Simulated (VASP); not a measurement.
Al3Ru: single point with PBE

The system is Al3Ru.

```
Al Ru
1.0
     5.21714    0.00000    0.00000
     0.00000    5.21714    0.00000
     0.00000    0.00000    5.21714
Al Ru
6 2
Direct
  0.50000 0.25000 0.00000
  0.50000 0.75000 0.00000
  0.25000 0.00000 0.50000
  0.75000 0.00000 0.50000
  0.00000 0.50000 0.25000
  0.00000 0.50000 0.75000
  0.50000 0.50000 0.50000
  0.00000 0.00000 0.00000
```

The cell was generated, and may not be a known phase.

- Program: VASP 6.6.1
- Task: single point
- Functional: PBE
- Potentials or basis: VASP PAW PBE potentials, release 64 (Al, Ru_pv)
- Cutoff: 520 eV
- k mesh: 4 × 4 × 4
- Occupations: gaussian, width 0.1 eV
- Spin: no spin polarisation
- Dipole correction: no
- Further INCAR settings: ALGO = Normal; EDIFF = 1e-06; NBANDS = 33

- Pressure: -17.4 GPa
- Band gap on the k mesh: zero (bands 23 and 24 overlap by 1.70 eV)

Levels at points of the mesh, in eV from the Fermi level:
```csv
k point,band 20,band 21,band 22,band 23,band 24,band 25,band 26,band 27
"(0.00, 0.00, 0.00)",-0.82,-0.82,1.13,1.13,1.31,1.31,1.31,2.24
"(0.50, 0.00, 0.00)",-1.28,0.27,0.27,0.33,0.33,1.06,1.06,3.37
"(0.50, 0.50, 0.00)",-0.77,-0.66,-0.65,-0.48,-0.48,2.12,2.12,2.31
"(0.50, 0.50, 0.50)",-0.57,-0.57,-0.57,-0.57,-0.57,4.94,4.94,4.94
```

Run time: 50 s on 1 thread of Intel Xeon 8259CL (shared host), peak memory 0.24 GiB.

Caveat: the cell stands under tension.
